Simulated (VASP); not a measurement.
Runs of VASP 6.6.1 on NaH. The structure is that of space group Fm-3m (No. 225), or close to it. The cells are those of the table. 

| level | cell | k mesh | smearing | grid for exact exchange (PRECFOCK) | screening parameter | gap on the mesh (eV) | pressure (GPa) |
| --- | --- | --- | --- | --- | --- | --- | --- |
| r2SCAN | a = 3.398 Å, angles 60.9°, 2 atoms | 10 × 10 × 10 | gaussian 0.01 eV | - | - | 4.34 | -0.8 |
| HSE06 | a = 3.398 Å, angles 60.9°, 2 atoms | 6 × 6 × 6 | gaussian 0.01 eV | Normal | 0.2079 1/Å | (a) | -0.5 |
| PBE | a = 3.398 Å, angles 60.9°, 2 atoms | 10 × 10 × 10 | fermi-dirac 0.02 eV | - | - | 3.73 | -0.1 |
| PBE | a = 3.372, b = 3.372, c = 3.315 Å, angles 60.6, 60.6, 58.9°, 2 atoms | 10 × 10 × 10 | fermi-dirac 0.02 eV | - | - | 3.85 | (b) |

Alike in all rows: task single point; potentials or basis VASP PAW PBE potentials, release 64 (Na_pv, H); no spin polarisation; cutoff (eV) 520.

Task: Fill in the values left out.

Result: (a) 4.80; (b) 1.5.

Caveats: the PAW data sets were made with another functional, which shifts forces and pressure a little (some runs).

A k mesh can miss the band edges.
